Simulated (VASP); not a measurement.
Ga3N4:

```
Ga N
1.0
     4.73470    0.00000    0.00000
     0.00000    4.73470    0.00000
     0.00000    0.00000    4.73470
Ga N
3 4
Cartesian
  0.0000 0.0000 2.3673
  2.3673 0.0000 0.0000
  0.0000 2.3673 0.0000
  1.3460 3.3886 1.3460
  3.3886 1.3460 1.3460
  1.3460 1.3460 3.3886
  3.3886 3.3886 3.3886
```

The cell was generated, and may not be a known phase.

- Program: VASP 6.6.1
- Task: relaxation of cell and atoms
- Functional: PBE
- Potentials or basis: VASP PAW PBE potentials, release 64 (Ga_d, N)
- Cutoff: 600 eV
- k mesh: 4 × 4 × 4
- Occupations: gaussian, width 0.1 eV
- Spin: no spin polarisation

At the start: pressure -20.8 GPa; volume 15.16 Å³/atom.

Question: How do energy, volume and symmetry change on relaxing?

Answer: Over 10 steps the energy falls by 561.1 meV/atom and the volume is 13.63 Å³/atom (-10.1 %); space group P-43m (No. 215, to 0.1 Å) before and after.

Step by step:
```
step  energy change (eV)  largest force (eV/Å)  pressure (GPa)  volume (Å³)
   1              0.0000                2.7833          -20.85       106.14
   2             -2.6181                1.0137           14.50        78.63
   3             -2.7359                1.5139            4.95        82.29
   4             -3.2400                1.0767            5.71        84.46
   5             -3.8057                0.0869            7.16        89.33
   6             -3.8214                0.3403            7.50        90.37
   7             -3.6761                0.2816           -8.72       104.47
   8             -3.9265                0.0577           -0.01        95.64
   9             -3.9266                0.0631            0.10        95.54
  10             -3.9274                0.0315            0.01        95.42
```

Final structure:
```cif
data_structure
_symmetry_space_group_name_H-M 'P 1'
_symmetry_Int_Tables_number 1
_cell_length_a 4.5696
_cell_length_b 4.5696
_cell_length_c 4.5696
_cell_angle_alpha 90.000
_cell_angle_beta 90.000
_cell_angle_gamma 90.000
_cell_volume 95.42
loop_
_atom_site_label
_atom_site_type_symbol
_atom_site_fract_x
_atom_site_fract_y
_atom_site_fract_z
_atom_site_occupancy
Ga1 Ga 0.00000 0.00000 0.50000 1
Ga2 Ga 0.50000 0.00000 0.00000 1
Ga3 Ga 0.00000 0.50000 0.00000 1
N1 N 0.22972 0.77028 0.22972 1
N2 N 0.77028 0.22972 0.22972 1
N3 N 0.22972 0.22972 0.77028 1
N4 N 0.77028 0.77028 0.77028 1
```
